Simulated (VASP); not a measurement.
# V in VASP: settings compared, part 2 of 2

VASP 6.6.1. The steps go on from the part before.

## Step 3: Single point, PBEsol, collinear spin, ferromagnetic start

Contents of INCAR:

```
SYSTEM = V
  PREC = Accurate
  ENCUT = 520
  EDIFF = 1E-7
  ISMEAR = -1
  SIGMA = 0.05
  LREAL = .FALSE.
  LASPH = .TRUE.
  NELM = 150
  ALGO = Normal
  ISIF = 2
  LWAVE = .FALSE.
  LCHARG = .FALSE.
  ISPIN = 2
  MAGMOM = 2
  LORBIT = 11
  LMAXMIX = 4
  GGA = PS
  NBANDS = 16
```

Contents of KPOINTS:

```
regular mesh
0
G
  11 11 1
  0 0 0
```

Contents of POSCAR:

```
V
1.0
    2.2955200000      0.0000000000      0.0000000000
    0.0000000000      2.2955200000      0.0000000000
    0.0000000000      0.0000000000     23.8000000000
V
1
Direct
    0.5000000000      0.5000000000      0.2941200000
```

Potentials or basis: VASP PAW PBE potentials, release 64 (V_sv).

Command:

```sh
$ cat potpaw_PBE.64/V_sv/POTCAR > POTCAR
$ mpirun -np 1 vasp_std > vasp.out
```

OUTCAR:

```text
SYSTEM = V
   PREC = Accurate
   ENCUT = 520
   EDIFF = 1E-7
   ISMEAR = -1
   LREAL = .FALSE.
   LASPH = .TRUE.
   NELM = 150
   ISIF = 2
   ISPIN = 2
   LORBIT = 11
   GGA = PS

 ion  position               nearest neighbor table
   1  0.500  0.500  0.294-

  LATTYP: Found a simple tetragonal cell.
 ALAT       =     2.2955200000
 C/A-ratio  =    10.3680211891

  Lattice vectors:

 A1 = (   2.2955200000,   0.0000000000,   0.0000000000)
 A2 = (   0.0000000000,   2.2955200000,   0.0000000000)
 A3 = (   0.0000000000,   0.0000000000,  23.8000000000)

Analysis of symmetry for initial positions (statically):
=====================================================================
 Subroutine PRICEL returns:
 Original cell was already a primitive cell.

 Routine SETGRP: Setting up the symmetry group for a
 simple tetragonal supercell.

 Subroutine GETGRP returns: Found 16 space group operations
 (whereof  8 operations were pure point group operations)
 out of a pool of 16 trial point group operations.

The static configuration has the point symmetry C_4v.
 The point group associated with its full space group is D_4h.

Analysis of symmetry for dynamics (positions and initial velocities):
=====================================================================
 Subroutine PRICEL returns:
 Original cell was already a primitive cell.

 Routine SETGRP: Setting up the symmetry group for a
 simple tetragonal supercell.

 Subroutine GETGRP returns: Found 16 space group operations
 (whereof  8 operations were pure point group operations)
 out of a pool of 16 trial point group operations.

The dynamic configuration has the point symmetry C_4v.
 The point group associated with its full space group is D_4h.

Analysis of structural, dynamic, and magnetic symmetry:
=====================================================================
 Subroutine PRICEL returns:
 Original cell was already a primitive cell.

 Routine SETGRP: Setting up the symmetry group for a
 simple tetragonal supercell.

 Subroutine GETGRP returns: Found 16 space group operations
 (whereof  8 operations were pure point group operations)
 out of a pool of 16 trial point group operations.

The overall configuration has the point symmetry C_4v.
 The point group associated with its full space group is D_4h.

 Subroutine INISYM returns: Found 16 space group operations
 (whereof  8 operations are pure point group operations),
 and found     1 'primitive' translations

----------------------------------------------------------------------------------------

                                     Primitive cell

  volume of cell :     125.4120

  direct lattice vectors                    reciprocal lattice vectors
     2.295520000  0.000000000  0.000000000     0.435631142  0.000000000  0.000000000
     0.000000000  2.295520000  0.000000000     0.000000000  0.435631142  0.000000000
     0.000000000  0.000000000 23.800000000     0.000000000  0.000000000  0.042016807

  length of vectors
     2.295520000  2.295520000 23.800000000     0.435631142  0.435631142  0.042016807

  position of ions in fractional coordinates (direct lattice)
     0.500000000  0.500000000  0.294120000

  ion indices of the primitive-cell ions
[... 59 lines left out ...]
   NGXF,Y,Z  is equivalent  to a cutoff of  26.07, 26.07, 25.15 a.u.
 SYSTEM =  V
   PREC   = accura    normal or accurate (medium, high low for compatibility)
   ISTART =      0    job   : 0-new  1-cont  2-samecut
   ICHARG =      2    charge: 1-file 2-atom 10-const
   ISPIN  =      2    spin polarized calculation?
   LNONCOLLINEAR =      F non collinear calculations
   LSORBIT =      F    spin-orbit coupling
   LASPH  =      T    aspherical Exc in radial PAW
   ENCUT  =  520.0 eV  38.22 Ry    6.18 a.u.   4.27  4.27 44.25*2*pi/ulx,y,z
   NELM   =    150;   NELMIN=  2; NELMDL= -5     # of ELM steps
   EDIFF  = 0.1E-06   stopping-criterion for ELM
   LREAL  =      F    real-space projection
   EDIFFG = 0.1E-05   stopping-criterion for IOM
   NSW    =      0    number of steps for IOM
   IBRION =     -1    ionic relax: 0-MD 1-quasi-New 2-CG
   NFREE  =      0    steps in history (QN), initial steepest desc. (CG)
   ISIF   =      2    stress and relaxation
   ISYM   =      2    0-nonsym 1-usesym 2-fastsym
   POTIM  = 0.5000    time-step for ionic-motion
   TEBEG  =    0.0;   TEEND  =   0.0 temperature during run
   PSTRESS=    0.0 pullay stress
   NELECT =      13.0000    total number of electrons
   NUPDOWN=      -1.0000    fix difference up-down
   EMIN   =  10.00;   EMAX   =-10.00  energy-range for DOS
   EFERMI =   0.00;   METHOD = LEGACY
   ISMEAR =    -1;   SIGMA  =   0.05  broadening in eV -4-tet -1-fermi 0-gaus
   EFERMI_NEDOS =   21; number of points for ismear=-14 and -15
   IALGO  =     38    algorithm
   IMIX   =      4    mixing-type and parameters
     AMIX     =   0.40;   BMIX     =  1.00
     AMIX_MAG =   1.60;   BMIX_MAG =  1.00
  volume/ion in A,a.u.               =     125.41       846.32
  Fermi-wavevector in a.u.,A,eV,Ry     =   0.769029  1.453255  8.046569  0.591406
  Thomas-Fermi vector in A             =   1.869930
   LORBIT       =     11    0 simple, 1 ext, 2 COOP (PROOUT), +10 PAW based schemes
   GGA     = PS    functional components
   LHFCALC =     F    Hartree Fock is set to
   AEXX    =    0.0000 exact exchange contribution
   IVDW    =     0    specifies the selected vdW correction
   LEPSILON=     F    determine dielectric tensor
   LRPA    =     F    only Hartree local field effects (RPA)
 spin polarized calculation
  energy-cutoff  :      520.00
  volume of cell :      125.41
 maximum number of plane-waves:      3408
 NGX is ok and might be reduce to    18
   NGX =  9   NGY =  9   NGZ = 89

 number of electron      12.9999993 magnetization      -0.0001971

 number of electron      12.9999993 magnetization       0.0001700

 Free energy of the ion-electron system (eV)
  ---------------------------------------------------
  ext. energy  EPLUGINS =         0.00000000
  ---------------------------------------------------
  free energy    TOTEN  =        -7.32473477 eV

  energy without entropy =       -7.31015849  energy(sigma->0) =       -7.31744663

 E-fermi :  -3.4252     XC(G=0):  -2.1837

 val. band max:       -3.6545254777   @ k =   0.1818   0.0909   0.0000
 cond. band min:      -3.4228633215   @ k =   0.2727   0.1818   0.0000
 fundamental gap:      0.2316621562
 Fermi energy:        -3.4252087412

 spin component 1

 k-point     1 :       0.0000    0.0000    0.0000
  band No.  band energies     occupation
      1     -67.2145      1.00000
      2     -41.1270      1.00000
      3     -40.1654      1.00000
      4     -40.1654      1.00000
      5      -7.8691      1.00000
      6      -5.8877      1.00000
[... 375 lines left out ...]
      2     -41.5991      1.00000
      3     -41.5947      1.00000
      4     -40.7068      1.00000
      5      -7.1086      1.00000
      6      -3.8119      0.99956
[... 8 lines left out ...]
     15      12.4081      0.00000
     16      13.0758      0.00000
 Fermi energy:        -3.4252087412

 spin component 2

 k-point     1 :       0.0000    0.0000    0.0000
  band No.  band energies     occupation
      1     -67.2143      1.00000
      2     -41.1269      1.00000
      3     -40.1653      1.00000
      4     -40.1653      1.00000
      5      -7.8690      1.00000
      6      -5.8876      1.00000
[... 376 lines left out ...]
      3     -41.5946      1.00000
      4     -40.7067      1.00000
      5      -7.1085      1.00000
      6      -3.8118      0.99956
[... 8 lines left out ...]
     15      12.4083      0.00000
     16      13.1930      0.00000

------------------------ aborting loop because EDIFF is reached ----------------------------------------

  FORCE on cell =-STRESS in cart. coord.  units (eV):
  Direction    XX          YY          ZZ          XY          YZ          ZX
  --------------------------------------------------------------------------------------
  -------------------------------------------------------------------------------------
  Total       -0.6766044     -0.6766044     -0.0064641      0.0000000      0.0000000     -0.0000000
  in kB       -8.6438313     -8.6438313     -0.0825804      0.0000000      0.0000000     -0.0000000
  external PRESSURE =      -5.7900810 kB  Pullay stress =       0.0000000 kB

 VOLUME and BASIS-vectors are now :
 -----------------------------------------------------------------------------
  energy-cutoff  :      520.00
  volume of cell :      125.41
      direct lattice vectors                 reciprocal lattice vectors
     2.295520000  0.000000000  0.000000000     0.435631142  0.000000000  0.000000000
     0.000000000  2.295520000  0.000000000     0.000000000  0.435631142  0.000000000
     0.000000000  0.000000000 23.800000000     0.000000000  0.000000000  0.042016807

 POSITION                                       TOTAL-FORCE (eV/Angst)
 -----------------------------------------------------------------------------------
      1.14776      1.14776      7.00006         0.000000     -0.000000      0.000000
 -----------------------------------------------------------------------------------
    total drift:                                0.000000      0.000000     -0.000084

  FREE ENERGIE OF THE ION-ELECTRON SYSTEM (eV)
  ---------------------------------------------------
  free  energy   TOTEN  =        -7.3247347710 eV

  energy  without entropy=       -7.3101584854  energy(sigma->0) =       -7.31744663

 total charge

# of ion       s       p       d       tot
------------------------------------------
    1        2.348   6.129   3.298  11.775

 magnetization (x)

# of ion       s       p       d       tot
------------------------------------------
    1        0.000   0.000   0.000   0.000
```

OSZICAR:

```text
N       E                     dE             d eps       ncg     rms          rms(c)
DAV:   1     0.912832997735E+02    0.91283E+02   -0.77763E+03  1720   0.594E+02
DAV:   2    -0.628463769910E+01   -0.97568E+02   -0.94244E+02  1440   0.200E+02
DAV:   3    -0.762401007136E+01   -0.13394E+01   -0.13321E+01  1736   0.299E+01
[... 13 lines left out ...]
DAV:  62    -0.732473287587E+01   -0.11794E-05   -0.31403E-08  1224   0.146E-03    0.114E-03
DAV:  63    -0.732473401499E+01   -0.11391E-05   -0.20726E-07  1368   0.202E-03    0.979E-04
DAV:  64    -0.732473450367E+01   -0.48868E-06   -0.28350E-08  1280   0.993E-04    0.957E-04
DAV:  65    -0.732473475959E+01   -0.25592E-06   -0.37907E-08  1160   0.954E-04    0.452E-04
DAV:  66    -0.732473477099E+01   -0.11401E-07   -0.14868E-08  1120   0.521E-04
   1 F= -.73247348E+01 E0= -.73174466E+01  d E =-.145763E-01  mag=     0.0001
```

Run time: 9.5 min. Hardware: 1 thread of Intel Xeon 8259CL, shared host; peak memory 0.3 GiB.

Results:

| Quantity | Value |
| --- | --- |
| Free energy | -7.3247 eV |
| Net moment | 0.00 μB per cell |
| Valence electrons inside the program's atomic spheres | V 11.78 |

Levels at points of the mesh, in eV from the Fermi level:
Spin up:
| k point | band 4 | band 5 | band 6 | band 7 | band 8 | band 9 |
| --- | --- | --- | --- | --- | --- | --- |
| (0.00, 0.00, 0.00) | -36.74 | -4.44 | -2.46 | -1.05 | 0.29 | 2.93 |
Spin down:
| k point | band 2 | band 3 | band 4 | band 5 | band 6 | band 7 | band 8 | band 9 | band 10 | band 11 |
| --- | --- | --- | --- | --- | --- | --- | --- | --- | --- | --- |
| (0.00, 0.00, 0.00) | -37.70 | -36.74 | -36.74 | -4.44 | -2.46 | -1.05 | 0.29 | 2.93 | 2.93 | 4.26 |

Caveat: the moments typed at the start vanished in this run; the PAW data sets were made with another functional, which shifts forces and pressure a little.
